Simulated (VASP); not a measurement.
Set up this calculation in VASP 6.6.1, as the native input.

```yaml
Task: single point
Functional: PBEsol
Potentials_or_basis: VASP PAW PBE potentials, release 64 (Al)
Cutoff: 520 eV
k_mesh: 13 × 13 × 4
Occupations: fermi-dirac, width 0.15 eV
Spin: no spin polarisation
Dipole_correction: no
Further_INCAR_settings: ALGO = Normal; EDIFF = 1e-07; NBANDS = 14
```

The structure of Al lies in POSCAR:

```
Al
1.0
    2.8270770200      0.0000000000      0.0000000000
   -1.4135385100      2.4483205200      0.0000000000
    0.0000000000      0.0000000000      9.1859930700
Al
4
Direct
    0.0000000000      0.0000000000      0.0000000000
    0.3333333333      0.6666666667      0.2500000000
    0.0000000000      0.0000000000      0.5000000000
    0.6666666667      0.3333333333      0.7500000000
```

These files were run (other wordings do the same):

INCAR

```
ALGO = Normal
EDIFF = 1E-7
ENCUT = 520
GGA = PS
ISIF = 2
ISMEAR = -1
LASPH = True
LCHARG = False
LREAL = False
LWAVE = False
NBANDS = 14
NELM = 100
PREC = Accurate
SIGMA = 0.15
```

KPOINTS

```
k-points
0
Gamma
  13 13 4
```

Potentials or basis: VASP PAW PBE potentials, release 64 (Al).

Run with:

```console
$ cat potpaw_PBE.64/Al/POTCAR > POTCAR
$ mpirun -np 1 vasp_std > vasp.out
```

It gave:

| Quantity | Value |
| --- | --- |
| Pressure | 1.9 GPa |
| Band gap on the k mesh | zero (band 6 reaches 12.31 eV, above the bottom of band 7 at 6.93 eV) |

Caveat: the PAW data sets were made with another functional, which shifts forces and pressure a little.

Wall time 21 s on 1 thread of Intel(R) Xeon(R) 6975P-C (Granite Rapids), on a shared host, peak memory 0.19 GiB.
